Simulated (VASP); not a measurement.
# SiSeF2 (Cmmm) in VASP: further runs

Runs on SiSeF2. Level: PBE. Tasks: single point.

Everything below comes from runs of VASP 6.6.1. Logs are shortened: lines on timing, memory, paths and dates and some standing lists are left out, and cuts for length are marked.

### Step 1. The cell of the first run

It takes space group Cmmm (No. 65, orthorhombic). The conventional cell has a = 5.100 Å, b = 10.820 Å, c = 2.806 Å, α = 90.00°, β = 90.00°, γ = 90.00°. Within 2.5 Å of Si (site symmetry mmm) lie 4 F at 1.91 Å. Se (site symmetry mmm) has 2 Se at 2.81 Å and 4 F at 2.86 Å and 4 Si at 2.91 Å within 3.7 Å. Within 2.5 Å of F (site symmetry m2m) lie 2 Si at 1.91 Å.

The cell was generated, and may not be a known phase.

### Step 2. Single point, PBE, collinear spin

File INCAR:

```
SYSTEM = SiSeF2
ALGO = Normal
EDIFF = 1E-6
ENCUT = 520
GGA = PE
ISIF = 2
ISMEAR = 0
ISPIN = 2
LASPH = .TRUE.
LCHARG = .FALSE.
LORBIT = 11
LREAL = .FALSE.
LWAVE = .FALSE.
MAGMOM = 0 0 1 1
NBANDS = 24
NELM = 150
PREC = Accurate
SIGMA = 0.1
```

File KPOINTS:

```
k-points
0
G
  4 4 6
  0 0 0
```

File POSCAR:

```
SiSeF2
1.0
    2.5502231722     -5.4098910009      0.0000000000
    2.5502231722      5.4098910009      0.0000000000
    0.0000000000      0.0000000000      2.8064689699
Si Se F
1 1 2
Direct
    0.0000000000      0.0000000000      0.0000000000
    0.5000000000      0.5000000000      0.5000000000
    0.8797022465      0.1202977535      0.5000000000
    0.1202977535      0.8797022465      0.5000000000
```

Potentials or basis: VASP PAW PBE potentials, release 64 (Si, Se, F).

On the command line:

```sh
$ cat potpaw_PBE.64/Si/POTCAR potpaw_PBE.64/Se/POTCAR potpaw_PBE.64/F/POTCAR > POTCAR
$ mpirun -np 1 vasp_std > vasp.out
```

OUTCAR:

```text
SYSTEM = SiSeF2
   EDIFF = 1E-6
   ENCUT = 520
   GGA = PE
   ISIF = 2
   ISMEAR = 0
   ISPIN = 2
   LASPH = .TRUE.
   LORBIT = 11
   LREAL = .FALSE.
   NELM = 150
   PREC = Accurate

 ion  position               nearest neighbor table
   1  0.000  0.000  0.000-   3 1.91   4 1.91   3 1.91   4 1.91   2 2.91   2 2.91   2 2.91   2 2.91

   2  0.500  0.500  0.500-   1 2.91   1 2.91   1 2.91   1 2.91
   3  0.880  0.120  0.500-   1 1.91   1 1.91
   4  0.120  0.880  0.500-   1 1.91   1 1.91

  LATTYP: Found a base centered orthorhombic cell.
 ALAT       =     5.1004463444
 B/A-ratio  =     2.1213402262
 C/A-ratio  =     0.5502398771

  Lattice vectors:

 A1 = (   2.5502231722,  -5.4098910009,   0.0000000000)
 A2 = (   2.5502231722,   5.4098910009,   0.0000000000)
 A3 = (   0.0000000000,   0.0000000000,   2.8064689699)

Analysis of symmetry for initial positions (statically):
=====================================================================
 Subroutine PRICEL returns:
 Original cell was already a primitive cell.

 Routine SETGRP: Setting up the symmetry group for a
 base centered orthorhombic supercell.

 Subroutine GETGRP returns: Found  8 space group operations
 (whereof  8 operations were pure point group operations)
 out of a pool of  8 trial point group operations.

The static configuration has the point symmetry D_2h.

Analysis of symmetry for dynamics (positions and initial velocities):
=====================================================================
 Subroutine PRICEL returns:
 Original cell was already a primitive cell.

 Routine SETGRP: Setting up the symmetry group for a
 base centered orthorhombic supercell.

 Subroutine GETGRP returns: Found  8 space group operations
 (whereof  8 operations were pure point group operations)
 out of a pool of  8 trial point group operations.

The dynamic configuration has the point symmetry D_2h.

Analysis of structural, dynamic, and magnetic symmetry:
=====================================================================
 Subroutine PRICEL returns:
 Original cell was already a primitive cell.

 Routine SETGRP: Setting up the symmetry group for a
 base centered orthorhombic supercell.

 Subroutine GETGRP returns: Found  8 space group operations
 (whereof  8 operations were pure point group operations)
 out of a pool of  8 trial point group operations.

The overall configuration has the point symmetry D_2h.

 Subroutine INISYM returns: Found  8 space group operations
 (whereof  8 operations are pure point group operations),
 and found     1 'primitive' translations

----------------------------------------------------------------------------------------

                                     Primitive cell

  volume of cell :      77.4385

  direct lattice vectors                    reciprocal lattice vectors
     2.550223172 -5.409891001  0.000000000     0.196061272 -0.092423304  0.000000000
     2.550223172  5.409891001  0.000000000     0.196061272  0.092423304  0.000000000
     0.000000000  0.000000000  2.806468970     0.000000000  0.000000000  0.356319635

  length of vectors
     5.980849344  5.980849344  2.806468970     0.216753523  0.216753523  0.356319635

  position of ions in fractional coordinates (direct lattice)
     0.000000000  0.000000000  0.000000000
     0.500000000  0.500000000  0.500000000
     0.879702247  0.120297753  0.500000000
     0.120297753  0.879702247  0.500000000

  ion indices of the primitive-cell ions
   primitive index   ion index
                 1           1
                 2           2
                 3           3
                 4           4

----------------------------------------------------------------------------------------

 KPOINTS: k-points

Automatic generation of k-mesh.
 Grid dimensions read from file:
 generate k-points for:    4    4    6

 Generating k-lattice:

  Cartesian coordinates                     Fractional coordinates (reciprocal lattice)
     0.049015318 -0.023105826  0.000000000     0.250000000  0.000000000  0.000000000
     0.049015318  0.023105826  0.000000000     0.000000000  0.250000000  0.000000000
     0.000000000  0.000000000  0.059386606     0.000000000  0.000000000  0.166666667

  Length of vectors
     0.054188381  0.054188381  0.059386606

  Shift w.r.t. Gamma in fractional coordinates (k-lattice)
     0.000000000  0.000000000  0.000000000

 Subroutine IBZKPT returns following result:
 ===========================================

 Found     28 irreducible k-points:

 Following reciprocal coordinates:
            Coordinates               Weight
  0.000000  0.000000  0.000000      1.000000
  0.250000  0.000000  0.000000      4.000000
  0.500000  0.000000  0.000000      2.000000
  0.250000  0.250000  0.000000      2.000000
  0.500000  0.250000  0.000000      4.000000
 -0.250000  0.250000  0.000000      2.000000
[... 16 lines left out ...]
  0.250000  0.000000  0.500000      4.000000
  0.500000  0.000000  0.500000      2.000000
 [... further k-points ...]
   k-points           NKPTS =     28   k-points in BZ     NKDIM =     28   number of bands    NBANDS=     24
   number of dos      NEDOS =    301   number of ions     NIONS =      4
   total plane-waves  NPLWV =  55296
   dimension x,y,z NGX =    48 NGY =   48 NGZ =   24
   dimension x,y,z NGXF=    96 NGYF=   96 NGZF=   48
   ions per type =               1   1   2
   NGX,Y,Z   is equivalent  to a cutoff of  13.34, 13.34, 14.22 a.u.
   NGXF,Y,Z  is equivalent  to a cutoff of  26.68, 26.68, 28.43 a.u.
 SYSTEM =  SiSeF2
   PREC   = accura    normal or accurate (medium, high low for compatibility)
   ISTART =      0    job   : 0-new  1-cont  2-samecut
   ICHARG =      2    charge: 1-file 2-atom 10-const
   ISPIN  =      2    spin polarized calculation?
   LNONCOLLINEAR =      F non collinear calculations
   LSORBIT =      F    spin-orbit coupling
   LASPH  =      T    aspherical Exc in radial PAW
   ENCUT  =  520.0 eV  38.22 Ry    6.18 a.u.  11.12 11.12  5.22*2*pi/ulx,y,z
   NELM   =    150;   NELMIN=  2; NELMDL= -5     # of ELM steps
   EDIFF  = 0.1E-05   stopping-criterion for ELM
   LREAL  =      F    real-space projection
[... 7 lines left out ...]
   TEBEG  =    0.0;   TEEND  =   0.0 temperature during run
   PSTRESS=    0.0 pullay stress
   NELECT =      24.0000    total number of electrons
   NUPDOWN=      -1.0000    fix difference up-down
   EMIN   =  10.00;   EMAX   =-10.00  energy-range for DOS
   EFERMI =   0.00;   METHOD = LEGACY
   ISMEAR =     0;   SIGMA  =   0.10  broadening in eV -4-tet -1-fermi 0-gaus
   EFERMI_NEDOS =   21; number of points for ismear=-14 and -15
   IALGO  =     38    algorithm
   IMIX   =      4    mixing-type and parameters
     AMIX     =   0.40;   BMIX     =  1.00
     AMIX_MAG =   1.60;   BMIX_MAG =  1.00
  volume/ion in A,a.u.               =      19.36       130.65
  Fermi-wavevector in a.u.,A,eV,Ry     =   1.107881  2.093591 16.699781  1.227399
  Thomas-Fermi vector in A             =   2.244401
   LORBIT       =     11    0 simple, 1 ext, 2 COOP (PROOUT), +10 PAW based schemes
   GGA     = PE    functional components
   LHFCALC =     F    Hartree Fock is set to
   AEXX    =    0.0000 exact exchange contribution
   IVDW    =     0    specifies the selected vdW correction
   LEPSILON=     F    determine dielectric tensor
   LRPA    =     F    only Hartree local field effects (RPA)
 spin polarized calculation
 Gauss-broadening in eV      SIGMA  =   0.10
  energy-cutoff  :      520.00
  volume of cell :       77.44
 maximum number of plane-waves:      2111
 NGX is ok and might be reduce to    48
   NGX = 23   NGY = 23   NGZ = 11

 number of electron      24.0000000 magnetization       0.0020608

 number of electron      24.0000000 magnetization      -0.0006110

 Free energy of the ion-electron system (eV)
  ---------------------------------------------------
  ext. energy  EPLUGINS =         0.00000000
  ---------------------------------------------------
  free energy    TOTEN  =       -16.74023695 eV

  energy without entropy =      -16.73295280  energy(sigma->0) =      -16.73659488

 E-fermi :   2.0584     XC(G=0):  -8.2727

 val. band max:        2.0253451853   @ k =   0.0000   0.0000   0.5000
 cond. band min:       2.0950973151   @ k =   0.5000   0.2500   0.5000
 fundamental gap:      0.0697521299
 Fermi energy:         2.0583666884

 spin component 1

 k-point     1 :       0.0000    0.0000    0.0000
  band No.  band energies     occupation
      1     -23.9808      1.00000
      2     -23.4065      1.00000
      3     -11.6685      1.00000
      4      -7.4770      1.00000
      5      -5.9261      1.00000
      6      -5.0764      1.00000
[... 16 lines left out ...]
     23      14.7082      0.00000
     24      14.8364      0.00000

 k-point     2 :       0.2500    0.0000    0.0000
  band No.  band energies     occupation
      1     -23.9767      1.00000
      2     -23.4078      1.00000
      3     -11.6919      1.00000
      4      -7.8510      1.00000
      5      -5.2096      1.00000
      6      -5.0725      1.00000
[... 16 lines left out ...]
     23      15.6553      0.00000
     24      16.0103      0.00000

 k-point     3 :       0.5000    0.0000    0.0000
  band No.  band energies     occupation
      1     -23.9726      1.00000
      2     -23.4098      1.00000
      3     -11.7169      1.00000
      4      -8.0827      1.00000
      5      -5.0685      1.00000
      6      -4.6276      1.00000
[... 16 lines left out ...]
     23      15.9642      0.00000
     24      16.6808      0.00000
[... 514 lines left out ...]
 k-point    23 :       0.2500    0.0000    0.5000
  band No.  band energies     occupation
      1     -23.5587      1.00000
      2     -23.1278      1.00000
      3      -9.2856      1.00000
      4      -8.6131      1.00000
      5      -6.8488      1.00000
      6      -6.4836      1.00000
[... 16 lines left out ...]
     23      13.7380      0.00000
     24      15.4426      0.00000

 k-point    24 :       0.5000    0.0000    0.5000
  band No.  band energies     occupation
      1     -23.5560      1.00000
      2     -23.1293      1.00000
      3      -9.3301      1.00000
      4      -8.5570      1.00000
      5      -6.8537      1.00000
      6      -6.5983      1.00000
[... 16 lines left out ...]
     23      14.1007      0.00000
     24      14.5292      0.00000

 [... further k-points ...]

 spin component 2

 k-point     1 :       0.0000    0.0000    0.0000
  band No.  band energies     occupation
      1     -23.9808      1.00000
      2     -23.4066      1.00000
      3     -11.6689      1.00000
      4      -7.4770      1.00000
      5      -5.9262      1.00000
      6      -5.0764      1.00000
[... 16 lines left out ...]
     23      14.7083      0.00000
     24      14.8364      0.00000

 k-point     2 :       0.2500    0.0000    0.0000
  band No.  band energies     occupation
      1     -23.9767      1.00000
      2     -23.4079      1.00000
      3     -11.6924      1.00000
      4      -7.8510      1.00000
      5      -5.2096      1.00000
      6      -5.0725      1.00000
[... 16 lines left out ...]
     23      15.6552      0.00000
     24      15.9992      0.00000

 k-point     3 :       0.5000    0.0000    0.0000
  band No.  band energies     occupation
      1     -23.9726      1.00000
      2     -23.4098      1.00000
      3     -11.7174      1.00000
      4      -8.0826      1.00000
      5      -5.0685      1.00000
      6      -4.6276      1.00000
[... 16 lines left out ...]
     23      15.9639      0.00000
     24      16.6806      0.00000
[... 514 lines left out ...]
 k-point    23 :       0.2500    0.0000    0.5000
  band No.  band energies     occupation
      1     -23.5587      1.00000
      2     -23.1279      1.00000
      3      -9.2862      1.00000
      4      -8.6131      1.00000
      5      -6.8488      1.00000
      6      -6.4836      1.00000
[... 16 lines left out ...]
     23      13.7376      0.00000
     24      15.4426      0.00000

 k-point    24 :       0.5000    0.0000    0.5000
  band No.  band energies     occupation
      1     -23.5560      1.00000
      2     -23.1294      1.00000
      3      -9.3307      1.00000
      4      -8.5570      1.00000
      5      -6.8537      1.00000
      6      -6.5982      1.00000
[... 16 lines left out ...]
     23      14.1001      0.00000
     24      14.5288      0.00000

 [... further k-points ...]
[... 5 lines left out ...]
  --------------------------------------------------------------------------------------
  -------------------------------------------------------------------------------------
  Total        0.0738239      0.1793465      0.2004286      0.0000000      0.0000000      0.0000000
  in kB        1.5273926      3.7106206      4.1468020      0.0000000      0.0000000      0.0000000
  external PRESSURE =       3.1282718 kB  Pullay stress =       0.0000000 kB

 VOLUME and BASIS-vectors are now :
 -----------------------------------------------------------------------------
  energy-cutoff  :      520.00
  volume of cell :       77.44
      direct lattice vectors                 reciprocal lattice vectors
     2.550223172 -5.409891001  0.000000000     0.196061272 -0.092423304  0.000000000
     2.550223172  5.409891001  0.000000000     0.196061272  0.092423304  0.000000000
     0.000000000  0.000000000  2.806468970     0.000000000  0.000000000  0.356319635

 POSITION                                       TOTAL-FORCE (eV/Angst)
 -----------------------------------------------------------------------------------
      0.00000      0.00000      0.00000         0.000000      0.000000      0.000000
      2.55022      0.00000      1.40323         0.000000      0.000000      0.000000
      2.55022     -4.10830      1.40323         0.000000      0.075842      0.000000
      2.55022      4.10830      1.40323         0.000000     -0.075842      0.000000
 -----------------------------------------------------------------------------------
    total drift:                                0.000000      0.000000      0.000000

  FREE ENERGIE OF THE ION-ELECTRON SYSTEM (eV)
  ---------------------------------------------------
  free  energy   TOTEN  =       -16.7402369492 eV

  energy  without entropy=      -16.7329528022  energy(sigma->0) =      -16.73659488

 total charge

# of ion       s       p       d       tot
------------------------------------------
    1        0.780   0.555   0.000   1.335
    2        1.530   2.132   0.038   3.700
    3        1.757   4.322   0.000   6.080
    4        1.757   4.322   0.000   6.080
--------------------------------------------------
tot          5.825  11.331   0.038  17.194

 magnetization (x)

# of ion       s       p       d       tot
------------------------------------------
    1        0.000   0.000   0.000   0.000
    2       -0.000  -0.000   0.000  -0.000
    3       -0.000  -0.000   0.000  -0.000
    4       -0.000  -0.000   0.000  -0.000
--------------------------------------------------
tot         -0.000  -0.000   0.000  -0.000
```

Run time: 74 s. Hardware: 1 thread of AMD EPYC 9R45 (Zen 5), shared host; peak memory 0.27 GiB.

What came out:

| Property | Result |
| --- | --- |
| Free energy | -16.7402 eV |
| Pressure | 0.3 GPa |
| Largest force | 0.076 eV/Å |
| Band gap on the k mesh | zero (filled and empty bands overlap) |
| Net moment | 0.00 μB per cell |
| Valence electrons inside the program's atomic spheres | Si 1.33; Se 3.70; F 6.08 |

Forces in eV/Å, atoms in the order of the input:
```
Si   0.000  0.000  0.000
Se   0.000  0.000  0.000
F    0.000  0.076  0.000
F    0.000 -0.076  0.000
```

Caveat: the k points lie up to 0.37 Å⁻¹ apart, too coarse for converged energies and pressures of a metal.

### Step 3. Single point, PBE

This run uses another cell than the first one, of 20.07 Å³/atom.

File INCAR:

```
SYSTEM = SiSeF2
PREC = Accurate
ENCUT = 520
EDIFF = 1E-6
ISMEAR = 0
SIGMA = 0.1
LREAL = .False.
LASPH = .True.
NELM = 100
ALGO = Normal
ISIF = 2
LWAVE = .False.
LCHARG = .False.
GGA = PE
NBANDS = 20
```

File KPOINTS:

```
Automatic mesh
0
Gamma
  10 10 16
  0 0 0
```

File POSCAR:

```
SiSeF2
1.0
    2.5773625119     -5.5941155337      0.0000000000
    2.5773625119      5.5941155337      0.0000000000
    0.0000000000      0.0000000000      2.7834972923
Si Se F
1 1 2
Direct
    0.0000000000      0.0000000000      0.0000000000
    0.5000000000      0.5000000000      0.5000000000
    0.8826972096      0.1173027904      0.5000000000
    0.1173027904      0.8826972096      0.5000000000
```

Potentials or basis: VASP PAW PBE potentials, release 64 (Si, Se, F).

On the command line:

```sh
$ cat potpaw_PBE.64/Si/POTCAR potpaw_PBE.64/Se/POTCAR potpaw_PBE.64/F/POTCAR > POTCAR
$ mpirun -np 1 vasp_std > vasp.out
```

Run time: 4.1 min. Hardware: 1 thread of AMD EPYC 9R45 (Zen 5), shared host; peak memory 0.51 GiB.

The run converged. Its results:

```yaml
Free_energy: -16.7700 eV
Pressure: 0.2 GPa
Largest_force: 0.080 eV/Å
Band_gap_on_the_k_mesh: zero (bands 12 and 13 overlap by 1.23 eV)
```

Forces in eV/Å, atoms in the order of the input:
```
Si   0.000  0.000  0.000
Se   0.000  0.000  0.000
F    0.000  0.080  0.000
F    0.000 -0.080  0.000
```

Stress tensor (GPa, compression positive):
```
-0.14  0.00  0.00
 0.00  0.27  0.00
 0.00  0.00  0.35
```

Levels at points of the mesh, in eV from the Fermi level:
```
           k point  band 10  band 11  band 12  band 13  band 14  band 15
(0.00, 0.00, 0.00)    -2.98    -2.30    -1.80     3.38     4.44     4.90
(0.50, 0.00, 0.00)    -4.30    -1.83     1.05     1.70     3.23     3.39
(0.50, 0.50, 0.00)    -2.99    -2.47    -1.68     3.37     4.11     5.83
(0.00, 0.00, 0.50)    -5.30    -0.74    -0.13    -0.05     0.28     4.42
(0.50, 0.00, 0.50)    -5.71    -1.26    -1.08     0.20     3.00     5.79
(0.50, 0.50, 0.50)    -5.31    -0.74    -0.15    -0.11     0.32     4.49
```

The gap in the log of VASP goes by the Fermi energy; the results here count the filled bands.